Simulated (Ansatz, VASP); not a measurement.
## BN: VASP beside Ansatz

```
B N
1.0
     0.00000    1.80482    1.80482
     1.80482    0.00000    1.80482
     1.80482    1.80482    0.00000
B N
1 1
Direct
  0.00000 0.00000 0.00000
  0.25000 0.25000 0.25000
```

Alike in both runs: task single point; functional PBEsol; k mesh 8 × 8 × 8; occupations gaussian, width 0.5 eV; no spin polarisation.

```csv
,VASP,Ansatz
version,VASP 6.6.1,Ansatz 0.2.0
potentials or method,"VASP PAW PBE potentials, release 64 (B, N)",plane waves
plane-wave cutoff (eV),520,420
valence electrons in the cell,8,8
```

|  | VASP | Ansatz | Ansatz less VASP |
| --- | --- | --- | --- |
| gap on the k mesh at the Fermi level (eV) | 4.28 | 4.29 | +0.013 |
| pressure (GPa) | -0.6 | -1.3 | -0.62 |

VASP's potentials were made for PBE, not for PBEsol.
